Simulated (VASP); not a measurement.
Input of a VASP 6.6.1 run:

File INCAR:

```
SYSTEM = ZnO
PREC = Accurate ; ENCUT = 520
EDIFF = 1E-6 ; ISMEAR = 0
SIGMA = 0.01 ; LREAL = .False.
LASPH = .True. ; NELM = 100
ALGO = Normal ; ISIF = 2
LWAVE = .False. ; LCHARG = .False.
GGA = PE ; NBANDS = 46
```

KPOINTS

```
regular mesh
0
Gamma
  9 9 2
  0 0 0
```

Contents of POSCAR:

```
ZnO
1.0
    3.2387418498      0.0000000000      0.0000000000
   -1.6193709249      2.8048327182      0.0000000000
    0.0000000000      0.0000000000     10.5228988888
Zn O
4 4
Direct
    0.0000000000      0.0000000000     -0.0005573107
    0.3333333333      0.6666666667      0.2496497194
    0.0000000000      0.0000000000      0.4994426893
    0.6666666667      0.3333333333      0.7496497194
    0.0000000000      0.0000000000      0.1880731350
    0.3333333333      0.6666666667      0.4378344562
    0.0000000000      0.0000000000      0.6880731350
    0.6666666667      0.3333333333      0.9378344562
```

Potentials or basis: VASP PAW PBE potentials, release 64 (Zn, O).

The run is started by

```console
$ cat potpaw_PBE.64/Zn/POTCAR potpaw_PBE.64/O/POTCAR > POTCAR
$ mpirun -np 1 vasp_std > vasp.out
```

What does it give for the band gap on the k mesh?

0.72 eV, direct.

Estimate the pressure.

5.2 GPa.

Forces in eV/Å, atoms in the order of the input:
```
Zn   0.000  0.000  0.007
Zn   0.000  0.000 -0.006
Zn   0.000  0.000  0.007
Zn   0.000  0.000 -0.006
O    0.000  0.000 -0.004
O    0.000  0.000  0.003
O    0.000  0.000 -0.004
O    0.000  0.000  0.003
```
